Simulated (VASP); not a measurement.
A run of VASP 6.6.1 is set up as follows.

The input INCAR:

```
ALGO = Normal
EDIFF = 1E-7
ENCUT = 520
GGA = PE
ISIF = 2
ISMEAR = 0
IVDW = 12
LASPH = True
LCHARG = False
LREAL = False
LWAVE = False
NBANDS = 22
NELM = 60
PREC = Accurate
SIGMA = 0.02
```

File KPOINTS:

```
k-points
0
Gamma
  9 9 9
```

The input POSCAR:

```
I
1.0
    3.1062142580     -2.0354878355      0.0000000000
    3.1062142580      2.0354878355      0.0000000000
    0.0000000000      0.0000000000      9.2378309884
I
4
Direct
    0.8014825455      0.1985174545      0.8760982863
    0.3014825455      0.6985174545      0.6239017137
    0.1985174545      0.8014825455      0.1239017137
    0.6985174545      0.3014825455      0.3760982863
```

Potentials or basis: VASP PAW PBE potentials, release 64 (I).

Run with:

```sh
$ cat potpaw_PBE.64/I/POTCAR > POTCAR
$ mpirun -np 1 vasp_std > vasp.out
```

(1) Predict the pressure.

(2) Predict the largest force.

(3) Predict the band gap on the k mesh.

(4) Predict the dispersion energy per atom.

Answers

(1) 9.8 GPa.

(2) 0.014 eV/Å.

(3) 0.22 eV, indirect (least direct gap 0.80 eV).

(4) -0.453 eV.

Caveat: spin-orbit coupling is left out, which moves the levels of the heavy elements.
